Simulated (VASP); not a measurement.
Input of a VASP 6.6.1 run:

The input INCAR:

```
PREC = Accurate ; ENCUT = 520
EDIFF = 1E-6 ; ISMEAR = -1
SIGMA = 0.05 ; LREAL = F
LASPH = T ; NELM = 80
ALGO = Normal ; ISIF = 2
LWAVE = F ; LCHARG = T
GGA = B5 ; ALDAX = 1.0
AGGAX = 1.0 ; AGGAC = 1.0
ALDAC = 0.0 ; LELF = T
LVHAR = T ; NBANDS = 16
```

KPOINTS

```
regular mesh
0
Gamma
  8 8 8
```

POSCAR

```
GaAs
1.0
    0.0000000000      2.8640496607      2.8640496607
    2.8640496607      0.0000000000      2.8640496607
    2.8640496607      2.8640496607      0.0000000000
As Ga
1 1
Direct
    0.7500000000      0.7500000000      0.7500000000
    0.0000000000      0.0000000000      0.0000000000
```

Potentials or basis: VASP PAW PBE potentials, release 64 (As, Ga_d).

Launch:

```bash
$ cat potpaw_PBE.64/As/POTCAR potpaw_PBE.64/Ga_d/POTCAR > POTCAR
$ mpirun -np 1 vasp_std > vasp.out
```

Question: Estimate the pressure.

Answer: 4.3 GPa.

Caveat: the PAW data sets were made with another functional, which shifts forces and pressure a little.
